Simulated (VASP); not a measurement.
A run of VASP 6.6.1:

INCAR

```
SYSTEM = EuH2O2
ALGO = Normal
EDIFF = 1E-7
ENCUT = 520
GGA = PE
ISIF = 2
ISMEAR = 0
ISPIN = 2
LASPH = .True.
LCHARG = .False.
LDAU = .True.
LDAUJ = 0 0 0
LDAUL = 3 -1 -1
LDAUPRINT = 1
LDAUTYPE = 2
LDAUU = 5 0 0
LMAXMIX = 6
LORBIT = 11
LREAL = .False.
LWAVE = .False.
MAGMOM = 7 0 0 0 0
NBANDS = 28
NELM = 150
PREC = Accurate
SIGMA = 0.01
```

KPOINTS

```
k-points
0
Gamma
  1 1 1
  0 0 0
```

POSCAR

```
EuH2O2
1.0
    9.0800000000      0.0000000000      0.0000000000
    0.0000000000     10.6200000000      0.0000000000
    0.0000000000      0.0000000000     14.5100000000
Eu O H
1 2 2
Direct
    0.5047896500      0.5766666700      0.4928566500
    0.4992070500      0.5087994400      0.6336733300
    0.4992070500      0.4817137500      0.3606946900
    0.4955947100      0.4614049000      0.6898380400
    0.4955947100      0.4237288100      0.3101309400
```

Potentials or basis: VASP PAW PBE potentials, release 64 (Eu, O, H).

Launch:

```console
$ cat potpaw_PBE.64/Eu/POTCAR potpaw_PBE.64/O/POTCAR potpaw_PBE.64/H/POTCAR > POTCAR
$ mpirun -np 1 vasp_gam > vasp.out
```

Hardware: 1 thread of AMD EPYC 7R13 Processor (Zen 3) (shared host).

Estimate the wall time of this run.

It took 9.2 min on 1 thread of AMD EPYC 7R13 Processor (Zen 3), on a shared host, peak memory 1.4 GiB. Counts: scf iterations 46, k points 1.
